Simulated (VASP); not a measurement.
Here is a VASP 6.6.1 calculation.

Contents of INCAR:

```
ALGO     = Normal         # electronic algorithm
EDIFF    = 1E-6           # SCF threshold, eV
ENCUT    = 520            # plane-wave cutoff, eV
GGA      = PE             # functional
ISIF     = 2              # what is computed and relaxed
ISMEAR   = 0              # smearing method
LASPH    = True           # aspherical terms in the spheres
LCHARG   = False          # write CHGCAR
LREAL    = False          # projectors in reciprocal space
LWAVE    = False          # write WAVECAR
NBANDS   = 24             # bands
NELM     = 100            # most SCF steps
PREC     = Accurate       # precision mode
SIGMA    = 0.1            # smearing width, eV
```

File KPOINTS:

```
k-points
0
Gamma
  9 9 14
```

Contents of POSCAR:

```
BaC5
1.0
    5.1397959798      0.0000000000      0.0000000000
   -2.5698979899      4.4511938888      0.0000000000
    0.0000000000      0.0000000000      2.7516613960
Ba C
1 5
Direct
    0.0000000000      0.0000000000      0.0000000000
    0.5000000000      0.0000000000      0.0000000000
    0.0000000000      0.5000000000      0.0000000000
    0.5000000000      0.5000000000      0.0000000000
    0.3333333333      0.6666666667      0.5000000000
    0.6666666667      0.3333333333      0.5000000000
```

Potentials or basis: VASP PAW PBE potentials, release 64 (Ba_sv, C).

The run is started by

```sh
$ cat potpaw_PBE.64/Ba_sv/POTCAR potpaw_PBE.64/C/POTCAR > POTCAR
$ mpirun -np 1 vasp_std > vasp.out
```

Question: Predict the pressure.

Answer: 3.9 GPa.

Question: What does it give for the band gap on the k mesh?

Answer: Zero (band 15 reaches 7.81 eV, above the bottom of band 16 at 4.79 eV).

Stress tensor (GPa, compression positive):
```
3.75 0.00 0.00
0.00 3.75 0.00
0.00 0.00 4.33
```

Caveat: spin-orbit coupling is left out, which moves the levels of the heavy elements.
